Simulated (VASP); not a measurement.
# SrO (Fm-3m) in VASP: further runs

SrO is run at these levels: r2SCAN, r2SCAN+rVV10; tasks: single point.

Everything below comes from runs of VASP 6.6.1. Logs are shortened: lines on timing, memory, paths and dates and some standing lists are left out, and cuts for length are marked.

**1. The cell of the first run**

The structure is cubic, space group Fm-3m (No. 225). Conventional cell: a = 5.090 Å, b = 5.090 Å, c = 5.090 Å, α = 90.00°, β = 90.00°, γ = 90.00°. Sr (site symmetry m-3m) has 6 O at 2.55 Å within 3.4 Å. O (site symmetry m-3m) has 6 Sr at 2.55 Å within 3.4 Å.

**2. Single point, r2SCAN (16.49 Å³/atom)**

Input file POSCAR:

```
SrO
1.0
    0.0000000000      2.5450516094      2.5450516094
    2.5450516094      0.0000000000      2.5450516094
    2.5450516094      2.5450516094      0.0000000000
Sr O
1 1
Direct
    0.5000000000      0.5000000000      0.5000000000
    0.0000000000      0.0000000000      0.0000000000
```

Input file INCAR.step1:

```
PREC = Accurate ; ENCUT = 520
ISMEAR = 0 ; SIGMA = 0.05
LREAL = False ; LASPH = True
NELM = 100 ; NBANDS = 15
GGA = PE ; ALGO = Normal
EDIFF = 1E-4 ; LWAVE = True
LCHARG = False
```

Input file INCAR.step2:

```
PREC = Accurate ; ENCUT = 520
EDIFF = 1E-6 ; ISMEAR = 0
SIGMA = 0.05 ; LREAL = False
LASPH = True ; NELM = 100
ALGO = Normal ; ISIF = 2
LWAVE = False ; LCHARG = False
METAGGA = R2SCAN ; LMIXTAU = True
NBANDS = 15 ; ISTART = 1
```

Input file KPOINTS:

```
regular mesh
0
Gamma
  8 8 8
```

Potentials or basis: VASP PAW PBE potentials, release 64 (Sr_sv, O).

Run with:

```sh
$ cat potpaw_PBE.64/Sr_sv/POTCAR potpaw_PBE.64/O/POTCAR > POTCAR
$ cp INCAR.step1 INCAR
$ mpirun -np 1 vasp_std > vasp.out
$ cp INCAR.step2 INCAR
$ mpirun -np 1 vasp_std > vasp.out
```

OUTCAR:

```text
PREC = Accurate
   ENCUT = 520
   EDIFF = 1E-6
   ISMEAR = 0
   LREAL = False
   LASPH = True
   NELM = 100
   ISIF = 2
   METAGGA = R2SCAN
   ISTART = 1

 ion  position               nearest neighbor table
   1  0.500  0.500  0.500-   2 2.55   2 2.55   2 2.55   2 2.55   2 2.55   2 2.55
   2  0.000  0.000  0.000-   1 2.55   1 2.55   1 2.55   1 2.55   1 2.55   1 2.55

  LATTYP: Found a face centered cubic cell.
 ALAT       =     5.0901032188

  Lattice vectors:

 A1 = (   0.0000000000,   2.5450516094,   2.5450516094)
 A2 = (   2.5450516094,   0.0000000000,   2.5450516094)
 A3 = (   2.5450516094,   2.5450516094,   0.0000000000)

Analysis of symmetry for initial positions (statically):
=====================================================================
 Subroutine PRICEL returns:
 Original cell was already a primitive cell.

 Routine SETGRP: Setting up the symmetry group for a
 face centered cubic supercell.

 Subroutine GETGRP returns: Found 48 space group operations
 (whereof 48 operations were pure point group operations)
 out of a pool of 48 trial point group operations.

The static configuration has the point symmetry O_h .

Analysis of symmetry for dynamics (positions and initial velocities):
=====================================================================
 Subroutine PRICEL returns:
 Original cell was already a primitive cell.

 Routine SETGRP: Setting up the symmetry group for a
 face centered cubic supercell.

 Subroutine GETGRP returns: Found 48 space group operations
 (whereof 48 operations were pure point group operations)
 out of a pool of 48 trial point group operations.

The dynamic configuration has the point symmetry O_h .

 Subroutine INISYM returns: Found 48 space group operations
 (whereof 48 operations are pure point group operations),
 and found     1 'primitive' translations

----------------------------------------------------------------------------------------

                                     Primitive cell

  volume of cell :      32.9701

  direct lattice vectors                    reciprocal lattice vectors
     0.000000000  2.545051609  2.545051609    -0.196459670  0.196459670  0.196459670
     2.545051609  0.000000000  2.545051609     0.196459670 -0.196459670  0.196459670
     2.545051609  2.545051609  0.000000000     0.196459670  0.196459670 -0.196459670

  length of vectors
     3.599246503  3.599246503  3.599246503     0.340278131  0.340278131  0.340278131

  position of ions in fractional coordinates (direct lattice)
     0.500000000  0.500000000  0.500000000
     0.000000000  0.000000000  0.000000000

  ion indices of the primitive-cell ions
   primitive index   ion index
[... 88 lines left out ...]
   EFERMI =   0.00;   METHOD = LEGACY
   ISMEAR =     0;   SIGMA  =   0.05  broadening in eV -4-tet -1-fermi 0-gaus
   EFERMI_NEDOS =   21; number of points for ismear=-14 and -15
   IALGO  =     38    algorithm
   IMIX   =      4    mixing-type and parameters
     AMIX     =   0.40;   BMIX     =  1.00
     AMIX_MAG =   1.60;   BMIX_MAG =  1.00
  volume/ion in A,a.u.               =      16.49       111.25
  Fermi-wavevector in a.u.,A,eV,Ry     =   1.286495  2.431124 22.518600  1.655070
  Thomas-Fermi vector in A             =   2.418566
   LORBIT       =      0    0 simple, 1 ext, 2 COOP (PROOUT), +10 PAW based schemes
   METAGGA = R2SCAN    functional components
   LHFCALC =     F    Hartree Fock is set to
   AEXX    =    0.0000 exact exchange contribution
   IVDW    =     0    specifies the selected vdW correction
   LEPSILON=     F    determine dielectric tensor
   LRPA    =     F    only Hartree local field effects (RPA)
 non-spin polarized calculation
 Gauss-broadening in eV      SIGMA  =   0.05
  energy-cutoff  :      520.00
  volume of cell :       32.97
 maximum number of plane-waves:       905
   NGX = 13   NGY = 13   NGZ = 13

 number of electron      15.9999995 magnetization

 Free energy of the ion-electron system (eV)
  ---------------------------------------------------
  ext. energy  EPLUGINS =         0.00000000
  ---------------------------------------------------
  free energy    TOTEN  =       -27.03232459 eV

  energy without entropy =      -27.03232459  energy(sigma->0) =      -27.03232459

 E-fermi :   1.7021     XC(G=0): -10.7440

 val. band max:        1.4862109506   @ k =   0.0000   0.0000   0.0000
 cond. band min:       5.2106054602   @ k =   0.5000   0.5000   0.0000
 fundamental gap:      3.7243945096
 Fermi energy:         1.7021366848

 k-point     1 :       0.0000    0.0000    0.0000
  band No.  band energies     occupation
      1     -31.8776      2.00000
      2     -14.5788      2.00000
      3     -12.8670      2.00000
      4     -12.8670      2.00000
      5     -12.8670      2.00000
      6       1.4862      2.00000
      7       1.4862      2.00000
      8       1.4862      2.00000
      9       6.3791      0.00000
     10       8.3322      0.00000
     11       8.3322      0.00000
     12       8.3322      0.00000
     13      10.7234      0.00000
     14      10.7234      0.00000
[... 401 lines left out ...]
      2     -15.6731      2.00000
      3     -13.2839      2.00000
      4     -13.1198      2.00000
      5     -12.1883      2.00000
      6      -0.0886      2.00000
      7       0.6013      2.00000
      8       0.6952      2.00000
      9       8.5161      0.00000
     10       8.9040      0.00000
     11      11.7687      0.00000
     12      11.8161      0.00000
     13      14.1326      0.00000
     14      15.4957      0.00000
     15      16.2786      0.00000

 [... further k-points ...]

------------------------ aborting loop because EDIFF is reached ----------------------------------------

  FORCE on cell =-STRESS in cart. coord.  units (eV):
  Direction    XX          YY          ZZ          XY          YZ          ZX
  --------------------------------------------------------------------------------------
  -------------------------------------------------------------------------------------
  Total        0.9921803      0.9921803      0.9921803      0.0000000      0.0000000     -0.0000000
  in kB       48.2149152     48.2149152     48.2149152      0.0000000      0.0000000     -0.0000000
  external PRESSURE =      48.2149152 kB  Pullay stress =       0.0000000 kB

 VOLUME and BASIS-vectors are now :
 -----------------------------------------------------------------------------
  energy-cutoff  :      520.00
  volume of cell :       32.97
      direct lattice vectors                 reciprocal lattice vectors
     0.000000000  2.545051609  2.545051609    -0.196459670  0.196459670  0.196459670
     2.545051609  0.000000000  2.545051609     0.196459670 -0.196459670  0.196459670
     2.545051609  2.545051609  0.000000000     0.196459670  0.196459670 -0.196459670

 POSITION                                       TOTAL-FORCE (eV/Angst)
 -----------------------------------------------------------------------------------
      2.54505      2.54505      2.54505        -0.000000     -0.000000     -0.000000
      0.00000      0.00000      0.00000         0.000000      0.000000      0.000000
 -----------------------------------------------------------------------------------
    total drift:                                0.000000      0.000000      0.000000

  FREE ENERGIE OF THE ION-ELECTRON SYSTEM (eV)
  ---------------------------------------------------
  free  energy   TOTEN  =       -27.0323245860 eV

  energy  without entropy=      -27.0323245860  energy(sigma->0) =      -27.03232459
```

Run time: 2.6 min. Hardware: 1 thread of Intel Xeon 8259CL, shared host; peak memory 0.17 GiB.

Results:

```
Free energy            : -27.0323 eV
Pressure               : 4.8 GPa
Band gap on the k mesh : 3.72 eV (least direct gap 3.79 eV)
```

Caveat: the cell stands under pressure; the PAW data sets were made with another functional, which shifts forces and pressure a little. A k mesh can miss the band edges.

**3. Single point, r2SCAN+rVV10 (16.64 Å³/atom)**

This run uses another cell than the first one, of 16.64 Å³/atom.

Input file POSCAR:

```
SrO
1.0
    0.0000000000      2.5529922645      2.5529922645
    2.5529922645      0.0000000000      2.5529922645
    2.5529922645      2.5529922645      0.0000000000
Sr O
1 1
Direct
    0.5000000000      0.5000000000      0.5000000000
    0.0000000000      0.0000000000      0.0000000000
```

Input file INCAR.step1:

```
SYSTEM = SrO
PREC = Accurate
ENCUT = 520
ISMEAR = 0
SIGMA = 0.05
LREAL = .False.
LASPH = .True.
NELM = 80
NBANDS = 15
GGA = PE
ALGO = Normal
EDIFF = 1E-4
LWAVE = .True.
LCHARG = .False.
```

Input file INCAR.step2:

```
SYSTEM = SrO
PREC = Accurate
ENCUT = 520
EDIFF = 1E-6
ISMEAR = 0
SIGMA = 0.05
LREAL = .False.
LASPH = .True.
NELM = 80
ALGO = Normal
ISIF = 2
LWAVE = .False.
LCHARG = .False.
METAGGA = R2SCAN
LMIXTAU = .True.
LUSE_VDW = .True.
IVDW_NL = 2
BPARAM = 11.95
CPARAM = 0.0093
NBANDS = 15
ISTART = 1
```

Input file KPOINTS:

```
Automatic mesh
0
Gamma
  8 8 8
  0 0 0
```

Potentials or basis: VASP PAW PBE potentials, release 64 (Sr_sv, O).

Run with:

```sh
$ cat potpaw_PBE.64/Sr_sv/POTCAR potpaw_PBE.64/O/POTCAR > POTCAR
$ cp INCAR.step1 INCAR
$ mpirun -np 1 vasp_std > vasp.out
$ cp INCAR.step2 INCAR
$ mpirun -np 1 vasp_std > vasp.out
```

Wall time 3.9 min (1 thread of Intel Xeon 8259CL, shared host); peak memory 0.27 GiB.

The run converged. Its results:

| Quantity | Value |
| --- | --- |
| Free energy | -26.6492 eV |
| Pressure | 2.8 GPa |
| Band gap on the k mesh | 3.68 eV (least direct gap 3.75 eV) |

Levels at points of the mesh, in eV from the valence-band top:
```
           k point  band 5  band 6  band 7  band 8  band 9  band 10  band 11  band 12
(0.00, 0.00, 0.00)  -14.36    0.00    0.00    0.00    4.75     6.81     6.81     6.81
(0.50, 0.00, 0.00)  -13.34   -2.17   -1.17   -1.17    7.18     9.18     9.61     9.61
(0.50, 0.50, 0.00)  -14.75   -0.39   -0.07   -0.07    3.68     8.67    11.08    11.24
```

Caveat: the PAW data sets were made with another functional, which shifts forces and pressure a little. A k mesh can miss the band edges.

(Continued in part 2 of 2.)
